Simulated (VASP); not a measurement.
# BaZrO3 (Pm-3m) in VASP: settings compared

Aim: see how the results for BaZrO3 move with the level of theory and the settings. Levels: r2SCAN, BLYP, PBE, LDA. Tasks: single point.

Everything below comes from runs of VASP 6.6.1. Logs are shortened: lines on timing, memory, paths and dates and some standing lists are left out, and cuts for length are marked.

## (1) The cell of the first run

The structure is cubic, space group Pm-3m (No. 221). Conventional cell: a = 4.219 Å, b = 4.219 Å, c = 4.219 Å, α = 90.00°, β = 90.00°, γ = 90.00°. Within 3.9 Å of Ba (site symmetry m-3m) lie 12 O at 2.98 Å and 8 Zr at 3.65 Å. Within 2.8 Å of Zr (site symmetry m-3m) lie 6 O at 2.11 Å. O (site symmetry 4/mmm) has 2 Zr at 2.11 Å within 2.8 Å.

## (2) Single point, r2SCAN

Input file POSCAR:

```
BaZrO3
1.0
    4.2190980275      0.0000000000      0.0000000000
    0.0000000000      4.2190980275      0.0000000000
    0.0000000000      0.0000000000      4.2190980275
Ba Zr O
1 1 3
Direct
    0.0000000000      0.0000000000      0.0000000000
    0.5000000000      0.5000000000      0.5000000000
    0.5000000000      0.5000000000      0.0000000000
    0.5000000000      0.0000000000      0.5000000000
    0.0000000000      0.5000000000      0.5000000000
```

Input file INCAR.step1:

```
ALGO = Normal
EDIFF = 1E-4
ENCUT = 520
GGA = PE
ISMEAR = -1
LASPH = T
LCHARG = F
LREAL = F
LWAVE = T
NBANDS = 28
NELM = 60
PREC = Accurate
SIGMA = 0.05
```

Input file INCAR.step2:

```
ALGO = Normal
EDIFF = 1E-6
ENCUT = 520
ISIF = 2
ISMEAR = -1
ISTART = 1
LASPH = T
LCHARG = F
LMIXTAU = T
LREAL = F
LWAVE = F
METAGGA = R2SCAN
NBANDS = 28
NELM = 60
PREC = Accurate
SIGMA = 0.05
```

Input file KPOINTS:

```
k-points
0
Gamma
  6 6 6
```

Potentials or basis: VASP PAW PBE potentials, release 64 (Ba_sv, Zr_sv, O).

On the command line:

```sh
$ cat potpaw_PBE.64/Ba_sv/POTCAR potpaw_PBE.64/Zr_sv/POTCAR potpaw_PBE.64/O/POTCAR > POTCAR
$ cp INCAR.step1 INCAR
$ mpirun -np 1 vasp_std > vasp.out
$ cp INCAR.step2 INCAR
$ mpirun -np 1 vasp_std > vasp.out
```

OUTCAR:

```text
EDIFF = 1E-6
   ENCUT = 520
   ISIF = 2
   ISMEAR = -1
   ISTART = 1
   LASPH = T
   LREAL = F
   METAGGA = R2SCAN
   NELM = 60
   PREC = Accurate

 ion  position               nearest neighbor table
   1  0.000  0.000  0.000-   3 2.98   4 2.98   5 2.98   4 2.98   5 2.98   3 2.98   5 2.98   5 2.98
                             3 2.98   4 2.98   4 2.98   3 2.98   2 3.65   2 3.65   2 3.65   2 3.65
   2  0.500  0.500  0.500-   3 2.11   4 2.11   5 2.11   3 2.11   4 2.11   5 2.11   1 3.65   1 3.65
                             1 3.65   1 3.65   1 3.65   1 3.65   1 3.65   1 3.65
   3  0.500  0.500  0.000-   2 2.11   2 2.11   1 2.98   1 2.98   1 2.98   1 2.98
   4  0.500  0.000  0.500-   2 2.11   2 2.11   1 2.98   1 2.98   1 2.98   1 2.98
   5  0.000  0.500  0.500-   2 2.11   2 2.11   1 2.98   1 2.98   1 2.98   1 2.98

  LATTYP: Found a simple cubic cell.
 ALAT       =     4.2190980275

  Lattice vectors:

 A1 = (   4.2190980275,   0.0000000000,   0.0000000000)
 A2 = (   0.0000000000,   4.2190980275,   0.0000000000)
 A3 = (   0.0000000000,   0.0000000000,   4.2190980275)

Analysis of symmetry for initial positions (statically):
=====================================================================
 Subroutine PRICEL returns:
 Original cell was already a primitive cell.

 Routine SETGRP: Setting up the symmetry group for a
 simple cubic supercell.

 Subroutine GETGRP returns: Found 48 space group operations
[... 9 lines left out ...]

 Routine SETGRP: Setting up the symmetry group for a
 simple cubic supercell.

 Subroutine GETGRP returns: Found 48 space group operations
[... 11 lines left out ...]
                                     Primitive cell

  volume of cell :      75.1033

  direct lattice vectors                    reciprocal lattice vectors
     4.219098028  0.000000000  0.000000000     0.237017484  0.000000000  0.000000000
     0.000000000  4.219098028  0.000000000     0.000000000  0.237017484  0.000000000
     0.000000000  0.000000000  4.219098028     0.000000000  0.000000000  0.237017484

  length of vectors
     4.219098028  4.219098028  4.219098028     0.237017484  0.237017484  0.237017484

  position of ions in fractional coordinates (direct lattice)
     0.000000000  0.000000000  0.000000000
     0.500000000  0.500000000  0.500000000
     0.500000000  0.500000000  0.000000000
     0.500000000  0.000000000  0.500000000
     0.000000000  0.500000000  0.500000000

  ion indices of the primitive-cell ions
   primitive index   ion index
                 1           1
                 2           2
                 3           3
                 4           4
[... 67 lines left out ...]
   NELM   =     60;   NELMIN=  2; NELMDL=  0     # of ELM steps
   EDIFF  = 0.1E-05   stopping-criterion for ELM
   LREAL  =      F    real-space projection
   EDIFFG = 0.1E-04   stopping-criterion for IOM
   NSW    =      0    number of steps for IOM
   IBRION =     -1    ionic relax: 0-MD 1-quasi-New 2-CG
   NFREE  =      0    steps in history (QN), initial steepest desc. (CG)
   ISIF   =      2    stress and relaxation
   ISYM   =      2    0-nonsym 1-usesym 2-fastsym
   POTIM  = 0.5000    time-step for ionic-motion
   TEBEG  =    0.0;   TEEND  =   0.0 temperature during run
   PSTRESS=    0.0 pullay stress
   NELECT =      40.0000    total number of electrons
   NUPDOWN=      -1.0000    fix difference up-down
   EMIN   =  10.00;   EMAX   =-10.00  energy-range for DOS
   EFERMI =   0.00;   METHOD = LEGACY
   ISMEAR =    -1;   SIGMA  =   0.05  broadening in eV -4-tet -1-fermi 0-gaus
   EFERMI_NEDOS =   21; number of points for ismear=-14 and -15
   IALGO  =     38    algorithm
   IMIX   =      4    mixing-type and parameters
     AMIX     =   0.40;   BMIX     =  1.00
     AMIX_MAG =   1.60;   BMIX_MAG =  1.00
  volume/ion in A,a.u.               =      15.02       101.36
  Fermi-wavevector in a.u.,A,eV,Ry     =   1.327013  2.507691 23.959367  1.760964
  Thomas-Fermi vector in A             =   2.456357
   LORBIT       =      0    0 simple, 1 ext, 2 COOP (PROOUT), +10 PAW based schemes
   METAGGA = R2SCAN    functional components
   LHFCALC =     F    Hartree Fock is set to
   AEXX    =    0.0000 exact exchange contribution
   IVDW    =     0    specifies the selected vdW correction
   LEPSILON=     F    determine dielectric tensor
   LRPA    =     F    only Hartree local field effects (RPA)
 non-spin polarized calculation
  energy-cutoff  :      520.00
  volume of cell :       75.10
 maximum number of plane-waves:      2048
 NGX is ok and might be reduce to    32
   NGX = 15   NGY = 15   NGZ = 15

 number of electron      39.9999989 magnetization

 Free energy of the ion-electron system (eV)
  ---------------------------------------------------
  ext. energy  EPLUGINS =         0.00000000
  ---------------------------------------------------
  free energy    TOTEN  =       -85.10726299 eV

  energy without entropy =      -85.10726299  energy(sigma->0) =      -85.10726299

 E-fermi :   4.4406     XC(G=0): -11.2832

 val. band max:        3.3453966942   @ k =   0.5000   0.5000   0.5000
 cond. band min:       6.9990312290   @ k =   0.0000   0.0000   0.0000
 fundamental gap:      3.6536345348
 Fermi energy:         4.4405798400

 k-point     1 :       0.0000    0.0000    0.0000
  band No.  band energies     occupation
      1     -45.2950      2.00000
      2     -22.7146      2.00000
      3     -22.7113      2.00000
      4     -22.7113      2.00000
      5     -22.7113      2.00000
      6     -13.9635      2.00000
[... 609 lines left out ...]
     27      12.9577      0.00000
     28      12.9577      0.00000

------------------------ aborting loop because EDIFF is reached ----------------------------------------

  FORCE on cell =-STRESS in cart. coord.  units (eV):
  Direction    XX          YY          ZZ          XY          YZ          ZX
  --------------------------------------------------------------------------------------
  -------------------------------------------------------------------------------------
  Total       -0.2883824     -0.2883824     -0.2883824      0.0000000      0.0000000     -0.0000000
  in kB       -6.1520592     -6.1520592     -6.1520592      0.0000000      0.0000000     -0.0000000
  external PRESSURE =      -6.1520592 kB  Pullay stress =       0.0000000 kB

 VOLUME and BASIS-vectors are now :
 -----------------------------------------------------------------------------
  energy-cutoff  :      520.00
  volume of cell :       75.10
      direct lattice vectors                 reciprocal lattice vectors
     4.219098028  0.000000000  0.000000000     0.237017484  0.000000000  0.000000000
     0.000000000  4.219098028  0.000000000     0.000000000  0.237017484  0.000000000
     0.000000000  0.000000000  4.219098028     0.000000000  0.000000000  0.237017484

 POSITION                                       TOTAL-FORCE (eV/Angst)
 -----------------------------------------------------------------------------------
      0.00000      0.00000      0.00000         0.000000      0.000000      0.000000
      2.10955      2.10955      2.10955         0.000000      0.000000      0.000000
      2.10955      2.10955      0.00000         0.000000      0.000000      0.000000
      2.10955      0.00000      2.10955         0.000000      0.000000      0.000000
      0.00000      2.10955      2.10955         0.000000      0.000000      0.000000
 -----------------------------------------------------------------------------------
    total drift:                                0.000000     -0.000000     -0.000000

  FREE ENERGIE OF THE ION-ELECTRON SYSTEM (eV)
  ---------------------------------------------------
  free  energy   TOTEN  =       -85.1072629945 eV

  energy  without entropy=      -85.1072629945  energy(sigma->0) =      -85.10726299
```

OSZICAR.step1:

```text
N       E                     dE             d eps       ncg     rms          rms(c)
DAV:   1     0.303031392523E+03    0.30303E+03   -0.22019E+04  1120   0.140E+03
DAV:   2    -0.288237895229E+02   -0.33186E+03   -0.32236E+03  1388   0.347E+02
DAV:   3    -0.487757299619E+02   -0.19952E+02   -0.19879E+02  1772   0.802E+01
DAV:   4    -0.493363039826E+02   -0.56057E+00   -0.55996E+00  1532   0.108E+01
DAV:   5    -0.493486434756E+02   -0.12339E-01   -0.12338E-01  1592   0.123E+00    0.278E+01
DAV:   6    -0.418358821167E+02    0.75128E+01   -0.38632E+01  1324   0.381E+01    0.122E+01
DAV:   7    -0.417353786321E+02    0.10050E+00   -0.27884E+00  1604   0.917E+00    0.745E+00
DAV:   8    -0.417219700814E+02    0.13409E-01   -0.36264E-01  1328   0.433E+00    0.710E-01
DAV:   9    -0.417178664998E+02    0.41036E-02   -0.62783E-02  1524   0.137E+00    0.527E-01
DAV:  10    -0.417196557015E+02   -0.17892E-02   -0.17172E-02  1524   0.104E+00    0.262E-01
DAV:  11    -0.417192114723E+02    0.44423E-03   -0.21507E-03  1368   0.371E-01    0.402E-02
DAV:  12    -0.417192771083E+02   -0.65636E-04   -0.19046E-04  1156   0.946E-02
   1 F= -.41719277E+02 E0= -.41719277E+02  d E =-.304450E-11
```

Run time: 1.7 min. Hardware: 1 thread of Intel Xeon Platinum 8488C (Sapphire Rapids), shared host; peak memory 0.21 GiB.

What came out:

```
Free energy            : -85.1073 eV
Pressure               : -0.6 GPa
Band gap on the k mesh : 3.65 eV, indirect (least direct gap 3.92 eV)
```

Caveat: the PAW data sets were made with another functional, which shifts forces and pressure a little; spin-orbit coupling is left out, which moves the levels of the heavy elements.

## (3) Single point, BLYP

This run uses another cell than the first one, of 14.73 Å³/atom, 0.980 times its volume.

Input file INCAR:

```
SYSTEM = BaZrO3
PREC = Accurate
ENCUT = 910
EDIFF = 1E-6
ISMEAR = -1
SIGMA = 0.05
LREAL = .False.
LASPH = .True.
NELM = 120
ALGO = Normal
ISIF = 2
LWAVE = .False.
LCHARG = .False.
GGA = B5
ALDAX = 1.0
AGGAX = 1.0
AGGAC = 1.0
ALDAC = 0.0
NBANDS = 28
GGA_COMPAT = .False.
```

Input file KPOINTS:

```
regular mesh
0
Gamma
  6 6 6
  0 0 0
```

POSCAR, as its differences from that of step 2:

```diff
@@ -2,5 +2,5 @@
 1.0
-    4.2190980275      0.0000000000      0.0000000000
-    0.0000000000      4.2190980275      0.0000000000
-    0.0000000000      0.0000000000      4.2190980275
+    4.1913400000      0.0000000000      0.0000000000
+    0.0000000000      4.1913400000      0.0000000000
+    0.0000000000      0.0000000000      4.1913400000
 Ba Zr O
```

Potentials or basis: VASP PAW PBE potentials, release 64 (Ba_sv, Zr_sv, O_h).

On the command line:

```sh
$ cat potpaw_PBE.64/Ba_sv/POTCAR potpaw_PBE.64/Zr_sv/POTCAR potpaw_PBE.64/O_h/POTCAR > POTCAR
$ mpirun -np 1 vasp_std > vasp.out
```

It took 56 s on 1 thread of Intel Xeon 6975P-C (Granite Rapids), shared host; peak memory 0.32 GiB.

The run converged. Its results:

```yaml
Free_energy: -39.8235 eV
Pressure: 9.9 GPa
Band_gap_on_the_k_mesh: 3.28 eV, indirect (least direct gap 3.50 eV)
```

Levels at points of the mesh, in eV from the valence-band top:
| k point | band 18 | band 19 | band 20 | band 21 | band 22 | band 23 |
| --- | --- | --- | --- | --- | --- | --- |
| (0.00, 0.00, 0.00) | -0.22 | -0.22 | -0.22 | 3.28 | 3.28 | 3.28 |
| (0.50, 0.00, 0.00) | -1.64 | -0.44 | -0.44 | 3.71 | 5.73 | 5.73 |
| (0.50, 0.50, 0.00) | -0.90 | -0.76 | -0.08 | 5.70 | 5.70 | 6.50 |
| (0.50, 0.50, 0.50) | 0.00 | 0.00 | 0.00 | 6.12 | 6.12 | 6.12 |

Caveat: the cutoff is under 1.25 times the usual one of these potentials, so pressure, stress and relaxed cells hold a basis-set (Pulay) error; the PAW data sets were made with another functional, which shifts forces and pressure a little; spin-orbit coupling is left out, which moves the levels of the heavy elements. A k mesh can miss the band edges.

## (4) Single point, PBE

This run uses another cell than the first one, of 14.43 Å³/atom, 0.961 times its volume.

Input file INCAR:

```
  PREC = Accurate
  ENCUT = 910
  EDIFF = 1E-6
  ISMEAR = -1
  SIGMA = 0.05
  LREAL = F
  LASPH = T
  NELM = 120
  ALGO = Normal
  ISIF = 2
  LWAVE = F
  LCHARG = F
  GGA = PE
  NBANDS = 28
  GGA_COMPAT = F
```

Input file KPOINTS:

```
regular mesh
0
Gamma
  6 6 6
```

POSCAR, as its differences from that of step 3:

```diff
@@ -2,5 +2,5 @@
 1.0
-    4.1913400000      0.0000000000      0.0000000000
-    0.0000000000      4.1913400000      0.0000000000
-    0.0000000000      0.0000000000      4.1913400000
+    4.1632093537      0.0000000000      0.0000000000
+    0.0000000000      4.1632093537      0.0000000000
+    0.0000000000      0.0000000000      4.1632093537
 Ba Zr O
```

On the command line:

```sh
$ cat potpaw_PBE.64/Ba_sv/POTCAR potpaw_PBE.64/Zr_sv/POTCAR potpaw_PBE.64/O_h/POTCAR > POTCAR
$ mpirun -np 1 vasp_std > vasp.out
```

Run time: 59 s. Hardware: 1 thread of AMD EPYC 9R14 (Zen 4), shared host; peak memory 0.28 GiB.

Results (log left out):

```yaml
Free_energy: -41.6445 eV
Pressure: 8.5 GPa
Band_gap_on_the_k_mesh: 3.24 eV, indirect (least direct gap 3.43 eV)
```

Levels at points of the mesh, in eV from the valence-band top:
| k point | band 17 | band 18 | band 19 | band 20 | band 21 | band 22 | band 23 | band 24 |
| --- | --- | --- | --- | --- | --- | --- | --- | --- |
| (0.00, 0.00, 0.00) | -1.01 | -0.20 | -0.20 | -0.20 | 3.24 | 3.24 | 3.24 | 4.68 |
| (0.50, 0.00, 0.00) | -1.76 | -1.73 | -0.42 | -0.42 | 3.71 | 5.85 | 5.85 | 6.51 |
| (0.50, 0.50, 0.00) | -0.93 | -0.93 | -0.73 | -0.08 | 5.81 | 5.81 | 6.58 | 6.63 |
| (0.50, 0.50, 0.50) | -2.55 | 0.00 | 0.00 | 0.00 | 6.06 | 6.06 | 6.06 | 7.18 |

Caveat: the cutoff is under 1.25 times the usual one of these potentials, so pressure, stress and relaxed cells hold a basis-set (Pulay) error; spin-orbit coupling is left out, which moves the levels of the heavy elements.

## (5) Single point, LDA

This run uses another cell than the first one, of 14.27 Å³/atom, 0.950 times its volume.

Input file INCAR:

```
PREC = Accurate
ENCUT = 910
EDIFF = 1E-6
ISMEAR = -1
SIGMA = 0.05
LREAL = False
LASPH = True
NELM = 120
ALGO = Normal
ISIF = 2
LWAVE = False
LCHARG = False
NBANDS = 28
GGA_COMPAT = False
```

Input file KPOINTS:

```
Automatic mesh
0
Gamma
  6 6 6
```

POSCAR, as its differences from that of step 4:

```diff
@@ -2,5 +2,5 @@
 1.0
-    4.1632093537      0.0000000000      0.0000000000
-    0.0000000000      4.1632093537      0.0000000000
-    0.0000000000      0.0000000000      4.1632093537
+    4.1473634956      0.0000000000      0.0000000000
+    0.0000000000      4.1473634956      0.0000000000
+    0.0000000000      0.0000000000      4.1473634956
 Ba Zr O
```

Potentials or basis: VASP PAW LDA potentials, release 64 (Ba_sv, Zr_sv, O_h).

On the command line:

```sh
$ cat potpaw_LDA.64/Ba_sv/POTCAR potpaw_LDA.64/Zr_sv/POTCAR potpaw_LDA.64/O_h/POTCAR > POTCAR
$ mpirun -np 1 vasp_std > vasp.out
```

Run time: 56 s. Hardware: 1 thread of Intel Xeon Platinum 8375C at 2.90GHz (Ice Lake), shared host; peak memory 0.27 GiB.

It converged, with:

* Free energy: -45.7612 eV
* Pressure: 1.2 GPa
* Band gap on the k mesh: 3.14 eV, indirect (least direct gap 3.31 eV)

Levels at points of the mesh, in eV from the valence-band top:
| k point | band 18 | band 19 | band 20 | band 21 | band 22 | band 23 |
| --- | --- | --- | --- | --- | --- | --- |
| (0.00, 0.00, 0.00) | -0.18 | -0.18 | -0.18 | 3.14 | 3.14 | 3.14 |
| (0.50, 0.00, 0.00) | -1.81 | -0.39 | -0.39 | 3.62 | 5.87 | 5.87 |
| (0.50, 0.50, 0.00) | -0.93 | -0.70 | -0.08 | 5.83 | 5.83 | 6.58 |
| (0.50, 0.50, 0.50) | 0.00 | 0.00 | 0.00 | 6.04 | 6.04 | 6.04 |

Caveat: the cutoff is under 1.25 times the usual one of these potentials, so pressure, stress and relaxed cells hold a basis-set (Pulay) error; spin-orbit coupling is left out, which moves the levels of the heavy elements. A k mesh can miss the band edges.

## (6) Summary

```tsv
level	potentials or basis	cell	cutoff (eV)	second run	gap on the mesh (eV)	pressure (GPa)
r2SCAN	VASP PAW PBE potentials, release 64 (Ba_sv, Zr_sv, O)	a = 4.219 Å, 5 atoms	520	-	3.65	-0.6
BLYP	VASP PAW PBE potentials, release 64 (Ba_sv, Zr_sv, O_h)	a = 4.191 Å, 5 atoms	910	hard_potentials	3.28	9.9
PBE	VASP PAW PBE potentials, release 64 (Ba_sv, Zr_sv, O_h)	a = 4.163 Å, 5 atoms	910	hard_potentials	3.24	8.5
LDA	VASP PAW LDA potentials, release 64 (Ba_sv, Zr_sv, O_h)	a = 4.147 Å, 5 atoms	910	hard_potentials	3.14	1.2
```

Alike in all rows: task single point; no spin polarisation; k mesh 6 × 6 × 6; smearing fermi-dirac 0.05 eV.

Caveats: spin-orbit coupling is left out, which moves the levels of the heavy elements; the cutoff is under 1.25 times the usual one of these potentials, so pressure, stress and relaxed cells hold a basis-set (Pulay) error (some runs); the PAW data sets were made with another functional, which shifts forces and pressure a little (some runs).

Total energies depend on the potentials used, so only differences within one code and one set of settings carry meaning.
